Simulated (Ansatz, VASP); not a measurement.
Two plane-wave programs on ZnO

```
Zn O
1.0
     3.27777    0.00000    0.00000
    -1.63888    2.83863    0.00000
     0.00000    0.00000    7.65283
Zn O
2 2
Direct
  0.00000 0.00000 0.75000
  0.00000 0.00000 0.25000
  0.33333 0.66667 0.25000
  0.66667 0.33333 0.75000
```

Alike in both runs: functional PBE; k mesh 12 × 12 × 4; occupations gaussian, width 0.02 eV; no spin polarisation.

Ansatz relaxed the structure, and its values are those at the end. VASP's run is a single point on that final structure, the one shown.

|  | VASP | Ansatz |
| --- | --- | --- |
| version | VASP 6.6.1 | Ansatz 0.2.0 |
| potentials or method | VASP PAW PBE potentials, release 64 (Zn, O), cutoff 520 eV | scalar-relativistic, plane waves, PAW |
| valence electrons in the cell | 36 | 36 |

Ansatz gave:

- gap on the k mesh at the Fermi level (eV): 0.92
- least direct gap on the mesh (eV): 0.92
- pressure (GPa): 0.0

Question: What did VASP give for the same quantities?

Answer: gap on the k mesh at the Fermi level (eV): 0.92; least direct gap on the mesh (eV): 0.92; pressure (GPa): 0.8.

The functional is the same, so the differences come from potentials, cutoffs and numerics.
